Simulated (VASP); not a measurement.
# MgO (P6_3/mmc) in VASP: further runs, part 2 of 2

VASP 6.6.1. Earlier steps stand in the parts before.

## (3) Relaxation of cell and atoms, PBEsol

This run uses another cell than the first one, of 8.03 Å³/atom.

Contents of INCAR:

```
SYSTEM = MgO
  PREC = Accurate
  ENCUT = 600
  EDIFF = 1E-7
  ISMEAR = -1
  SIGMA = 0.03
  LREAL = .FALSE.
  LASPH = .TRUE.
  NELM = 120
  ALGO = Normal
  ISIF = 3
  LWAVE = .FALSE.
  LCHARG = .FALSE.
  GGA = PS
  IBRION = 2
  NSW = 100
  EDIFFG = -0.01
  GGA_COMPAT = .FALSE.
  NELMIN = 4
```

Contents of KPOINTS:

```
Automatic mesh
0
G
  9 9 4
  0 0 0
```

Contents of POSCAR:

```
MgO
1.0
    2.8337912100      0.0000000000      0.0000000000
   -1.4168956050      2.4541351769      0.0000000000
    0.0000000000      0.0000000000      4.6190796723
Mg O
2 2
Direct
    0.0000000000      0.0000000000      0.0000000000
    0.0000000000      0.0000000000      0.5000000000
    0.3333333333      0.6666666667      0.2500000000
    0.6666666667      0.3333333333      0.7500000000
```

Potentials or basis: VASP PAW PBE potentials, release 64 (Mg, O).

Started as:

```
cat potpaw_PBE.64/Mg/POTCAR potpaw_PBE.64/O/POTCAR > POTCAR
mpirun -np 1 vasp_std > vasp.out
```

OUTCAR:

```text
SYSTEM = MgO
   PREC = Accurate
   ENCUT = 600
   EDIFF = 1E-7
   ISMEAR = -1
   LREAL = .FALSE.
   LASPH = .TRUE.
   NELM = 120
   ISIF = 3
   GGA = PS
   IBRION = 2
   NSW = 100
   EDIFFG = -0.01
   NELMIN = 4

 ion  position               nearest neighbor table
   1  0.000  0.000  0.000-   3 2.00   4 2.00   4 2.00   3 2.00   4 2.00   3 2.00   2 2.31   2 2.31
                             2 3.66   2 3.66   2 3.66   2 3.66   2 3.66   2 3.66   2 3.66   2 3.66
   2  0.000  0.000  0.500-   3 2.00   4 2.00   4 2.00   3 2.00   4 2.00   3 2.00   1 2.31   1 2.31
                             1 3.66   1 3.66   1 3.66   1 3.66   1 3.66   1 3.66   1 3.66   1 3.66
   3  0.333  0.667  0.250-   1 2.00   2 2.00   1 2.00   2 2.00   1 2.00   2 2.00
   4  0.667  0.333  0.750-   1 2.00   2 2.00   1 2.00   2 2.00   1 2.00   2 2.00

  LATTYP: Found a hexagonal cell.
 ALAT       =     2.8337912100
 C/A-ratio  =     1.6300000000

  Lattice vectors:

 A1 = (   2.8337912100,   0.0000000000,   0.0000000000)
 A2 = (  -1.4168956050,   2.4541351769,   0.0000000000)
 A3 = (   0.0000000000,   0.0000000000,   4.6190796723)

Analysis of symmetry for initial positions (statically):
=====================================================================
 Subroutine PRICEL returns:
 Original cell was already a primitive cell.

 Routine SETGRP: Setting up the symmetry group for a
 hexagonal supercell.

 Subroutine GETGRP returns: Found 24 space group operations
 (whereof 12 operations were pure point group operations)
 out of a pool of 24 trial point group operations.

[... 439 lines left out ...]
  ext. energy  EPLUGINS =         0.00000000
  ---------------------------------------------------
  free energy    TOTEN  =       -24.40605000 eV

  energy without entropy =      -24.40605000  energy(sigma->0) =      -24.40605000

 E-fermi :   3.7473     XC(G=0): -11.2350

 val. band max:        3.1485687590   @ k =   0.0000   0.0000   0.0000
 cond. band min:       7.4494859888   @ k =   0.0000   0.0000   0.0000
 fundamental gap:      4.3009172298
 Fermi energy:         3.7472558159

 k-point     1 :       0.0000    0.0000    0.0000
  band No.  band energies     occupation
      1     -14.1568      2.00000
      2     -13.0430      2.00000
      3      -1.8624      2.00000
      4       2.6215      2.00000
      5       2.6278      2.00000
      6       2.6278      2.00000
      7       3.1486      2.00000
      8       3.1486      2.00000
      9       7.4495      0.00000
     10      11.1019      0.00000
     11      14.7194      0.00000
     12      15.9158      0.00000
[... 331 lines left out ...]
 k-point    24 :       0.3333    0.3333    0.2500
  band No.  band energies     occupation
      1     -12.5946      2.00000
      2     -12.5946      2.00000
      3      -0.3461      2.00000
      4      -0.2164      2.00000
      5      -0.2164      2.00000
      6       0.6105      2.00000
      7       1.6154      2.00000
      8       1.6154      2.00000
      9      13.0564      0.00000
     10      13.0564      0.00000
     11      14.9864      0.00000
     12      14.9950      0.00000

 [... further k-points ...]

------------------------ aborting loop because EDIFF is reached ----------------------------------------

  FORCE on cell =-STRESS in cart. coord.  units (eV):
  Direction    XX          YY          ZZ          XY          YZ          ZX
  --------------------------------------------------------------------------------------
  -------------------------------------------------------------------------------------
  Total        0.0003507      0.0003507      0.0000042     -0.0000000      0.0000000     -0.0000000
  in kB        0.0148403      0.0148403      0.0001775     -0.0000000      0.0000000     -0.0000000
  external PRESSURE =       0.0099527 kB  Pullay stress =       0.0000000 kB
[... 19 lines left out ...]
  FREE ENERGIE OF THE ION-ELECTRON SYSTEM (eV)
  ---------------------------------------------------
  free  energy   TOTEN  =       -24.4060500007 eV

  energy  without entropy=      -24.4060500007  energy(sigma->0) =      -24.40605000

 reached required accuracy - stopping structural energy minimisation
```

It took 59 s on 1 thread of AMD EPYC 9R45 (Zen 5), shared host; peak memory 0.14 GiB.

What came out:

| Property | Result |
| --- | --- |
| Free energy | -24.4061 eV |
| Relaxed volume | 9.47 Å³/atom |
| Relaxed cell | a = 2.926 Å, b = 2.926 Å, c = 5.108 Å, α = 90.00°, β = 90.00°, γ = 120.00° |
| Space group after relaxing (to 0.1 Å) | P6_3/mmc (No. 194) |
| Energy gained by relaxing | 191.7 meV/atom |
| Ionic steps | 8 |
| Pressure after relaxing | 0.0 GPa |
| Band gap on the k mesh | 4.30 eV |

The path:
| step | energy change (eV) | largest force (eV/Å) | pressure (GPa) | volume (Å³) |
| --- | --- | --- | --- | --- |
| 1 | 0.0000 | 0.0000 | 37.15 | 32.12 |
| 2 | -0.6009 | 0.0000 | -11.99 | 41.46 |
| 3 | -0.7644 | 0.0000 | -0.60 | 38.04 |
| 4 | -0.7643 | 0.0000 | -1.11 | 38.16 |
| 5 | -0.7664 | 0.0000 | -0.34 | 37.94 |
| 6 | -0.7665 | 0.0000 | -0.47 | 37.98 |
| 7 | -0.7667 | 0.0000 | 0.12 | 37.84 |
| 8 | -0.7667 | 0.0000 | 0.00 | 37.87 |

Final structure:
```
Mg O
1.0
     2.92572    0.00000    0.00000
    -1.46286    2.53375    0.00000
     0.00000    0.00000    5.10811
Mg O
2 2
Direct
  0.00000 0.00000 0.00000
  0.00000 0.00000 0.50000
  0.33333 0.66667 0.25000
  0.66667 0.33333 0.75000
```

Levels at points of the mesh, in eV from the valence-band top:
| k point | band 6 | band 7 | band 8 | band 9 | band 10 | band 11 |
| --- | --- | --- | --- | --- | --- | --- |
| (0.00, 0.00, 0.00) | -0.52 | 0.00 | 0.00 | 4.30 | 7.95 | 11.57 |
| (0.00, 0.00, 0.50) | -0.27 | -0.27 | -0.27 | 6.75 | 6.75 | 11.73 |

Caveat: the volume moved by over 15 % at a fixed basis, so the end points are rough; the PAW data sets were made with another functional, which shifts forces and pressure a little.

## (4) Single point, r2SCAN+rVV10

This run uses another cell than the first one, of 9.36 Å³/atom.

Contents of POSCAR:

```
MgO
1.0
    2.9164056962      0.0000000000      0.0000000000
   -1.4582028481      2.5256814206      0.0000000000
    0.0000000000      0.0000000000      5.0823855351
Mg O
2 2
Direct
    0.0000000000      0.0000000000      0.0000000000
    0.0000000000      0.0000000000      0.5000000000
    0.3333333333      0.6666666667      0.2500000000
    0.6666666667      0.3333333333      0.7500000000
```

Contents of INCAR.step1:

```
  PREC = Accurate
  ENCUT = 660
  ISMEAR = -1
  SIGMA = 0.03
  LREAL = F
  LASPH = T
  NELM = 120
  NBANDS = 16
  GGA = PE
  ALGO = Normal
  EDIFF = 1E-5
  LWAVE = T
  LCHARG = F
  GGA_COMPAT = F
```

Contents of INCAR.step2:

```
  PREC = Accurate
  ENCUT = 660
  EDIFF = 1E-6
  ISMEAR = -1
  SIGMA = 0.03
  LREAL = F
  LASPH = T
  NELM = 120
  ALGO = Normal
  ISIF = 2
  LWAVE = F
  LCHARG = T
  METAGGA = R2SCAN
  LMIXTAU = T
  LUSE_VDW = T
  IVDW_NL = 2
  BPARAM = 11.95
  CPARAM = 0.0093
  LELF = T
  LVHAR = T
  NBANDS = 16
  ISTART = 1
  GGA_COMPAT = F
```

Contents of KPOINTS:

```
regular mesh
0
Gamma
  12 12 6
```

Potentials or basis: VASP PAW PBE potentials, release 64 (Mg, O).

Started as:

```
cat potpaw_PBE.64/Mg/POTCAR potpaw_PBE.64/O/POTCAR > POTCAR
cp INCAR.step1 INCAR
mpirun -np 1 vasp_std > vasp.out
cp INCAR.step2 INCAR
mpirun -np 1 vasp_std > vasp.out
```

OUTCAR:

```text
PREC = Accurate
   ENCUT = 660
   EDIFF = 1E-6
   ISMEAR = -1
   LREAL = F
   LASPH = T
   NELM = 120
   ISIF = 2
   METAGGA = R2SCAN
   IVDW_NL = 2
   BPARAM = 11.95
   ISTART = 1

 ion  position               nearest neighbor table
   1  0.000  0.000  0.000-   3 2.11   4 2.11   3 2.11   4 2.11   4 2.11   3 2.11   2 2.54   2 2.54

   2  0.000  0.000  0.500-   3 2.11   4 2.11   3 2.11   4 2.11   4 2.11   3 2.11   1 2.54   1 2.54

   3  0.333  0.667  0.250-   1 2.11   2 2.11   1 2.11   2 2.11   1 2.11   2 2.11
   4  0.667  0.333  0.750-   1 2.11   2 2.11   1 2.11   2 2.11   1 2.11   2 2.11

  LATTYP: Found a hexagonal cell.
 ALAT       =     2.9164056962
 C/A-ratio  =     1.7426881115

  Lattice vectors:

 A1 = (   2.9164056962,   0.0000000000,   0.0000000000)
 A2 = (  -1.4582028481,   2.5256814206,   0.0000000000)
 A3 = (   0.0000000000,   0.0000000000,   5.0823855351)

Analysis of symmetry for initial positions (statically):
=====================================================================
 Subroutine PRICEL returns:
 Original cell was already a primitive cell.

 Routine SETGRP: Setting up the symmetry group for a
[... 179 lines left out ...]
 fundamental gap:      5.3354952642
 Fermi energy:         3.5871687514

 k-point     1 :       0.0000    0.0000    0.0000
  band No.  band energies     occupation
      1     -15.4316      2.00000
      2     -14.3464      2.00000
      3      -2.0676      2.00000
      4       2.3854      2.00000
      5       2.3854      2.00000
      6       2.4055      2.00000
[... 433 lines left out ...]
      3      -0.9382      2.00000
      4      -0.4166      2.00000
      5       0.1289      2.00000
      6       1.8310      2.00000
[... 8 lines left out ...]
     15      20.7829      0.00000
     16      22.7720      0.00000

 [... further k-points ...]

------------------------ aborting loop because EDIFF is reached ----------------------------------------

  FORCE on cell =-STRESS in cart. coord.  units (eV):
  Direction    XX          YY          ZZ          XY          YZ          ZX
  --------------------------------------------------------------------------------------
  -------------------------------------------------------------------------------------
  Total       -0.2913499     -0.2913499     -0.3074298      0.0000000     -0.0000000      0.0000000
  in kB      -12.4689915    -12.4689915    -13.1571676      0.0000000     -0.0000000      0.0000000
  external PRESSURE =     -12.6983835 kB  Pullay stress =       0.0000000 kB

 VOLUME and BASIS-vectors are now :
 -----------------------------------------------------------------------------
  energy-cutoff  :      660.00
  volume of cell :       37.44
      direct lattice vectors                 reciprocal lattice vectors
     2.916405696  0.000000000  0.000000000     0.342887823  0.197966377  0.000000000
    -1.458202848  2.525681421  0.000000000     0.000000000  0.395932754  0.000000000
     0.000000000  0.000000000  5.082385535     0.000000000  0.000000000  0.196757997

 POSITION                                       TOTAL-FORCE (eV/Angst)
 -----------------------------------------------------------------------------------
      0.00000      0.00000      0.00000         0.000000     -0.000000      0.000000
      0.00000      0.00000      2.54119         0.000000     -0.000000      0.000000
     -0.00000      1.68379      1.27060        -0.000000      0.000000     -0.000000
      1.45820      0.84189      3.81179         0.000000     -0.000000      0.000000
 -----------------------------------------------------------------------------------
    total drift:                               -0.000000      0.000000     -0.000000

  FREE ENERGIE OF THE ION-ELECTRON SYSTEM (eV)
  ---------------------------------------------------
  free  energy   TOTEN  =       -31.1500183893 eV

  energy  without entropy=      -31.1500183893  energy(sigma->0) =      -31.15001839
```

OUTCAR.step1:

```text
PREC = Accurate
   ENCUT = 660
   ISMEAR = -1
   LREAL = F
   LASPH = T
[... 687 lines left out ...]
      0.00000      0.00000      0.00000         0.000000      0.000000      0.000000
      0.00000      0.00000      2.54119         0.000000      0.000000      0.000000
     -0.00000      1.68379      1.27060        -0.000000     -0.000000      0.000000
      1.45820      0.84189      3.81179         0.000000      0.000000     -0.000000
 -----------------------------------------------------------------------------------
    total drift:                               -0.000000      0.000000     -0.000000

  FREE ENERGIE OF THE ION-ELECTRON SYSTEM (eV)
  ---------------------------------------------------
  free  energy   TOTEN  =       -23.2068372299 eV

  energy  without entropy=      -23.2068372299  energy(sigma->0) =      -23.20683723
```

It took 2.8 min on 1 thread of AMD EPYC 9R45 (Zen 5), shared host; peak memory 0.3 GiB.

What came out:

| Quantity | Value |
| --- | --- |
| Free energy | -31.1500 eV |
| Pressure | -1.3 GPa |
| Band gap on the k mesh | 5.34 eV |

Caveat: the PAW data sets were made with another functional, which shifts forces and pressure a little. A k mesh can miss the band edges.

## (5) Summary

| task | level | cell | k mesh | cutoff (eV) | gap on the mesh (eV) | pressure (GPa) |
| --- | --- | --- | --- | --- | --- | --- |
| single point | PBEsol | a = 2.929, b = 2.929, c = 5.113 Å, angles 90.0, 90.0, 120.0°, 4 atoms | 9 × 9 × 4 | 600 | 4.27 | -0.6 |
| relaxation of cell and atoms | PBEsol | relaxed from a = 2.834, b = 2.834, c = 4.619 Å, angles 90.0, 90.0, 120.0°, 4 atoms | 9 × 9 × 4 | 600 | 4.30 | 0.0 |
| single point | r2SCAN+rVV10 | a = 2.916, b = 2.916, c = 5.082 Å, angles 90.0, 90.0, 120.0°, 4 atoms | 12 × 12 × 6 | 660 | 5.34 | -1.3 |

Alike in all rows: potentials or basis VASP PAW PBE potentials, release 64 (Mg, O); no spin polarisation; smearing fermi-dirac 0.03 eV.

Caveats: the PAW data sets were made with another functional, which shifts forces and pressure a little; the volume moved by over 15 % at a fixed basis, so the end points are rough (at least some runs).

Total energies depend on the potentials used, so only differences within one code and one set of settings carry meaning.
